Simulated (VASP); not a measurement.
# P (C2/m) in VASP: notebook, part 2 of 2

VASP 6.6.1. The steps go on from the part before.

## (4) Electric field gradients, r2SCAN

POSCAR

```
P
1.0
    2.7756105922      0.0000000000      0.0000000000
   -1.3878052961      2.4037492838      0.0000000000
    0.0000000000      0.0000000000      4.4964891593
P
2
Direct
    0.1933333333      0.5966666667      0.1450000000
    0.8066666667      0.4033333333      0.8550000000
```

INCAR.step1

```
  PREC = Accurate
  ENCUT = 520
  ISMEAR = 0
  SIGMA = 0.001
  LREAL = F
  LASPH = T
  NELM = 80
  NBANDS = 12
  GGA = PE
  ALGO = Normal
  EDIFF = 1E-4
  LWAVE = T
  LCHARG = F
```

INCAR.step2

```
  PREC = Accurate
  ENCUT = 520
  EDIFF = 1E-8
  ISMEAR = 0
  SIGMA = 0.001
  LREAL = F
  LASPH = T
  NELM = 80
  ALGO = Normal
  ISIF = 2
  LWAVE = F
  LCHARG = F
  METAGGA = R2SCAN
  LMIXTAU = T
  LEFG = T
  NBANDS = 12
  ISTART = 1
```

KPOINTS

```
Automatic mesh
0
Gamma
  12 12 7
```

Potentials or basis: VASP PAW PBE potentials, release 64 (P).

The run is started by

```console
> cat potpaw_PBE.64/P/POTCAR > POTCAR
> cp INCAR.step1 INCAR
> mpirun -np 1 vasp_std > vasp.out
> cp INCAR.step2 INCAR
> mpirun -np 1 vasp_std > vasp.out
```

OUTCAR:

```text
PREC = Accurate
   ENCUT = 520
   EDIFF = 1E-8
   ISMEAR = 0
   LREAL = F
   LASPH = T
   NELM = 80
   ISIF = 2
   METAGGA = R2SCAN
   ISTART = 1

 ion  position               nearest neighbor table
   1  0.193  0.597  0.145-   2 1.60   2 2.41   2 2.41
   2  0.807  0.403  0.855-   1 1.60   1 2.41   1 2.41

  LATTYP: Found a hexagonal cell.
 ALAT       =     2.7756105922
 C/A-ratio  =     1.6200000000

  Lattice vectors:

 A1 = (   2.7756105922,   0.0000000000,   0.0000000000)
 A2 = (  -1.3878052961,   2.4037492838,   0.0000000000)
 A3 = (   0.0000000000,   0.0000000000,   4.4964891593)

Analysis of symmetry for initial positions (statically):
=====================================================================
 Subroutine PRICEL returns:
 Original cell was already a primitive cell.

 Routine SETGRP: Setting up the symmetry group for a
 hexagonal supercell.

 Subroutine GETGRP returns: Found  4 space group operations
 (whereof  4 operations were pure point group operations)
 out of a pool of 24 trial point group operations.
[... 548 lines left out ...]
     2.775610592  0.000000000  0.000000000     0.360281087  0.208008382  0.000000000
    -1.387805296  2.403749284  0.000000000     0.000000000  0.416016765  0.000000000
     0.000000000  0.000000000  4.496489159     0.000000000  0.000000000  0.222395732

 POSITION                                       TOTAL-FORCE (eV/Angst)
 -----------------------------------------------------------------------------------
     -0.29144      1.43424      0.65199        12.694287      7.329050     20.794993
      1.67924      0.96951      3.84450       -12.694287     -7.329050    -20.794993
 -----------------------------------------------------------------------------------
    total drift:                                0.000000     -0.000000     -0.000000

  FREE ENERGIE OF THE ION-ELECTRON SYSTEM (eV)
  ---------------------------------------------------
  free  energy   TOTEN  =       -11.5286899924 eV

  energy  without entropy=      -11.5286876839  energy(sigma->0) =      -11.52868884

 Electric field gradients (V/A^2)
---------------------------------------------------------------------
 ion       V_xx      V_yy      V_zz      V_xy      V_xz      V_yz
---------------------------------------------------------------------
   1      51.556    68.337  -119.893   -14.532  -127.499   -73.612
   2      51.556    68.337  -119.893   -14.532  -127.499   -73.612
---------------------------------------------------------------------

 Electric field gradients after diagonalization (V/A^2)
 (convention: |V_zz| > |V_xx| > |V_yy|)
----------------------------------------------------------------------
 ion       V_xx      V_yy      V_zz     asymmetry (V_yy - V_xx)/ V_zz
----------------------------------------------------------------------
   1     129.927    76.727  -206.654       0.257
   2     129.927    76.727  -206.654       0.257
----------------------------------------------------------------------

           NMR quadrupolar parameters

 Cq : quadrupolar parameter    Cq=e*Q*V_zz/h
 eta: asymmetry parameters     (V_yy - V_xx)/ V_zz
 Q  : nuclear electric quadrupole moment in mb (millibarn)
----------------------------------------------------------------------
 ion       Cq(MHz)       eta       Q (mb)
----------------------------------------------------------------------
   1      -0.500       0.257       1.000
   2      -0.500       0.257       1.000
----------------------------------------------------------------------
```

OSZICAR.step1:

```text
N       E                     dE             d eps       ncg     rms          rms(c)
DAV:   1     0.314630254753E+02    0.31463E+02   -0.46506E+03  6664   0.725E+02
DAV:   2    -0.435990383017E+01   -0.35823E+02   -0.34088E+02  8688   0.128E+02
DAV:   3    -0.577220819170E+01   -0.14123E+01   -0.14033E+01  8640   0.241E+01
DAV:   4    -0.578349240517E+01   -0.11284E-01   -0.11282E-01  7916   0.261E+00
DAV:   5    -0.578361135860E+01   -0.11895E-03   -0.11895E-03  8904   0.254E-01    0.148E+01
DAV:   6    -0.454562022522E+01    0.12380E+01   -0.20153E+00  7512   0.807E+00    0.766E+00
DAV:   7    -0.444809918757E+01    0.97521E-01   -0.79715E-01  8240   0.517E+00    0.325E+00
DAV:   8    -0.444227714658E+01    0.58220E-02   -0.49543E-02  7540   0.146E+00    0.565E-01
DAV:   9    -0.444185630785E+01    0.42084E-03   -0.42400E-03  7732   0.417E-01    0.185E-01
DAV:  10    -0.444173064434E+01    0.12566E-03   -0.56724E-04  8132   0.148E-01    0.672E-02
DAV:  11    -0.444174735756E+01   -0.16713E-04   -0.87077E-05  4008   0.624E-02
   1 F= -.44417474E+01 E0= -.44417465E+01  d E =-.178336E-05
```

It took 5.4 min on 1 thread of Intel Xeon 6975P-C (Granite Rapids), shared host; peak memory 0.2 GiB.

What came out:

| Quantity | Value |
| --- | --- |
| Free energy | -11.5287 eV |
| Pressure | 91.8 GPa |
| Largest force | 25.442 eV/Å |
| Band gap on the k mesh | zero (bands 5 and 6 overlap by 3.18 eV) |
| Largest electric field gradient by atom | P -206.7 V/Å² |

Forces in eV/Å, atoms in the order of the input:
```
P    12.694   7.329  20.795
P   -12.694  -7.329 -20.795
```

Stress tensor (GPa, compression positive):
```
 84.04  33.76  87.43
 33.76  45.06  50.48
 87.43  50.48 146.22
```

Electric field gradients, principal values (V/Å²):
| atom | least | middle | greatest (by size) |
| --- | --- | --- | --- |
| 1 P | 76.727 | 129.927 | -206.654 |
| 2 P | 76.727 | 129.927 | -206.654 |

Caveat: the stress differs along the axes, from 45 to 146 GPa; without QUAD_EFG the Cq values of the log hold for a quadrupole moment of 1 mb, not for the nuclei; the PAW data sets were made with another functional, which shifts forces and pressure a little.

## (5) The runs side by side

| cell | smearing | gap on the mesh (eV) | pressure (GPa) | largest force (eV/Å) |
| --- | --- | --- | --- | --- |
| as given, atomic positions A | fermi-dirac 0.05 eV | none | 50.1 | 11.58 |
| as given, atomic positions B | fermi-dirac 0.05 eV | none | 91.8 | 25.46 |
| as given, atomic positions B | gaussian 0.001 eV | none | 91.8 | 25.44 |

Alike in all rows: task electric field gradients; level r2SCAN; potentials or basis VASP PAW PBE potentials, release 64 (P); no spin polarisation; k mesh 12 × 12 × 7; cutoff (eV) 520.

Caveats: the PAW data sets were made with another functional, which shifts forces and pressure a little; the stress differs along the axes, from 45 to 146 GPa (at least some runs); the stress differs along the axes, from 30 to 73 GPa (at least some runs).

Total energies depend on the potentials used, so only differences within one code and one set of settings carry meaning.
